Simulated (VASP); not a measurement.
A run of VASP 6.6.1 is set up as follows.

File INCAR:

```
ALGO = Normal
EDIFF = 1E-6
ENCUT = 520
GGA = PE
ISIF = 2
ISMEAR = -1
LASPH = True
LCHARG = False
LREAL = False
LWAVE = False
NBANDS = 26
NELM = 60
PREC = Accurate
SIGMA = 0.05
```

Contents of KPOINTS:

```
k-points
0
Gamma
  14 14 14
```

File POSCAR:

```
In
1.0
    1.6696368166      0.9639652655      8.3716125150
   -1.6696368166      0.9639652655      8.3716125150
    0.0000000000     -1.9279305310      8.3716125150
In
3
Direct
    0.0000000000      0.0000000000      0.0000000000
    0.7780122400      0.7780122400      0.7780122400
    0.2219877600      0.2219877600      0.2219877600
```

Potentials or basis: VASP PAW PBE potentials, release 64 (In_d).

Command:

```bash
$ cat potpaw_PBE.64/In_d/POTCAR > POTCAR
$ mpirun -np 1 vasp_std > vasp.out
```

Problem. Estimate the band gap on the k mesh.

Solution. Zero (an odd number of electrons rules out a gap without spin polarisation).

Problem. Predict the pressure.

Solution. 0.8 GPa.

Problem. What does it give for the largest force?

Solution. 0.010 eV/Å.

Stress tensor (GPa, compression positive):
```
0.79 0.00 0.00
0.00 0.79 0.00
0.00 0.00 0.95
```

Caveat: the cell differs from its parent crystal (zz strain of +2 %); spin-orbit coupling is left out, which moves the levels of the heavy elements.
